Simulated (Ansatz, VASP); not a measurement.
# LiH: VASP beside Ansatz

```xyz
2
Lattice="0.0000 1.9407 1.9407 1.9407 0.0000 1.9407 1.9407 1.9407 0.0000" Properties=species:S:1:pos:R:3 pbc="T T T"
Li    0.0000    0.0000    0.0000
H     1.9407    1.9407    1.9407
```

Change from the starting cell: hydrostatic strain -3.1%.

Alike in both runs: task single point; functional r2SCAN; k mesh 10 × 10 × 10; no spin polarisation.

|  | VASP | Ansatz |
| --- | --- | --- |
| version | VASP 6.6.1 | Ansatz 0.2.0 |
| potentials or method | VASP PAW PBE potentials, release 64 (Li_sv, H) | plane waves, PAW |
| plane-wave cutoff (eV) | 520 | 500 |
| occupations | gaussian, width 0.01 eV | fixed |
| valence electrons in the cell | 4 | 4 |

```tsv
	VASP	Ansatz	Ansatz less VASP
gap on the k mesh at the Fermi level (eV)	3.52	3.56	+0.046
```

VASP's potentials were made for PBE, not for r2SCAN.

Noted on VASP's run: the cutoff is short for stress, so the pressure is rough.
